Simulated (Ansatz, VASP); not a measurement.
# Two plane-wave programs on Hg

```
CELL_PARAMETERS angstrom
3.78075 0.00000 0.00000
0.00000 3.78075 0.00000
0.00000 0.00000 3.24248
ATOMIC_POSITIONS crystal
Hg 0.00000 0.00000 0.00000
Hg 0.50000 0.50000 0.50000
```

Change from the starting cell: strain along c alone, the other axes held, atoms relaxed: -3.0 %.

Alike in both runs: task single point; functional PBEsol; k mesh 12 × 12 × 12; occupations gaussian, width 0.1 eV; no spin polarisation.

|  | VASP | Ansatz |
| --- | --- | --- |
| version | VASP 6.6.1 | Ansatz 0.2.0 |
| potentials or method | VASP PAW PBE potentials, release 64 (Hg), cutoff 520 eV | scalar-relativistic, plane waves, PAW |
| valence electrons in the cell | 24 | 40 |

Ansatz gave:

- gap on the k mesh at the Fermi level (eV): none
- pressure (GPa): 1.1
- traceless stress, the component that is largest in VASP (GPa): 0.38

Task: Estimate VASP's values.

Result: gap on the k mesh at the Fermi level (eV): none; pressure (GPa): 1.5; traceless stress, the component that is largest in VASP (GPa): 0.42.

VASP's potentials were made for PBE, not for PBEsol. A gap of «none» marks a metal or a gap that the smearing closes. The functional is the same, so the differences come from potentials, cutoffs and numerics. VASP's potentials hold 24 valence electrons a cell and Ansatz's 40, so a difference there can come from the potentials and not from the codes.

Spin-orbit coupling is off throughout.
